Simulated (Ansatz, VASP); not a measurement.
**One calculation of SiF, two programs**

INCAR

```
ALGO = Normal
EDIFF = 1E-7
ENCUT = 520
GGA = PE
ISIF = 2
ISMEAR = -1
LASPH = T
LCHARG = F
LREAL = F
LWAVE = F
NBANDS = 12
NELM = 80
PREC = Accurate
SIGMA = 0.05
```

Contents of KPOINTS:

```
k-points
0
Gamma
  12 12 12
```

The input POSCAR:

```
SiF
1.0
    1.3205085931      0.7623949358      3.8456236766
   -1.3205085931      0.7623949358      3.8456236766
    0.0000000000     -1.5247898716      3.8456236766
Si F
1 1
Direct
    0.5000000000      0.5000000000      0.5000000000
    0.0000000000      0.0000000000      0.0000000000
```

Contents of input.yaml:

```yaml
crystal:
  lattice:
    - [1.3205085931, 0.7623949358, 3.8456236766]
    - [-1.3205085931, 0.7623949358, 3.8456236766]
    - [0.0, -1.5247898716, 3.8456236766]
  atoms:
    - { symbol: Si, position: [0.5, 0.5, 0.5] }
    - { symbol: F, position: [0.0, 0.0, 0.0] }
hamiltonian:
  xc: pbe
  pseudopotentials: { kind: paw, azcp: { folder: soft_1 } }
kpoints:
  mp_grid: { grid: [12, 12, 12] }
scf:
  occupations: { method: fermi_dirac, width: 0.05 }
output:
  forces: true
  stress: true
  eigenvalues: true
```

Alike in both runs: task single point; functional PBE; k mesh 12 × 12 × 12; occupations fermi-dirac, width 0.05 eV; no spin polarisation.

|  | VASP | Ansatz |
| --- | --- | --- |
| version | VASP 6.6.1 | Ansatz 0.2.0 |
| potentials or method | VASP PAW PBE potentials, release 64 (Si, F) | Ansatz PAW soft_1 |
| plane-wave cutoff (eV) | 520 | 420 |
| valence electrons in the cell | 11 | 11 |

Ansatz gave:

- gap on the k mesh at the Fermi level (eV): none
- pressure (GPa): 4.1
- traceless stress, the component that is largest in VASP (GPa): 1.73

Question: What did VASP give for the same quantities?

Answer: gap on the k mesh at the Fermi level (eV): none; pressure (GPa): 3.9; traceless stress, the component that is largest in VASP (GPa): 1.76.

A gap of «none» marks a metal or a gap that the smearing closes. With one functional, cell and mesh, what is left measures potentials, basis and numerics.
